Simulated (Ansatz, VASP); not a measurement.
**Ce in VASP and in Ansatz**

```xyz
1
Lattice="0.0000 2.3390 2.3390 2.3390 0.0000 2.3390 2.3390 2.3390 0.0000" Properties=species:S:1:pos:R:3 pbc="T T T"
Ce    0.0000    0.0000    0.0000
```

Alike in both runs: task single point; functional r2SCAN; k mesh 12 × 12 × 12; occupations methfessel-paxton of order 1, width 0.2 eV; no spin polarisation.

```csv
,VASP,Ansatz
version,VASP 6.6.1,Ansatz 0.2.0
potentials or method,"VASP PAW PBE potentials, release 64 (Ce), cutoff 520 eV","plane waves (500 eV) with PAW, scalar-relativistic"
valence electrons in the cell,12,12
```

```csv
,VASP,Ansatz,Ansatz less VASP
pressure (GPa),-0.8,-0.5,+0.27
```

VASP's potentials were made for PBE, not for r2SCAN. The functional is the same, so the differences come from potentials, cutoffs and numerics.

Neither program's run includes spin-orbit coupling.
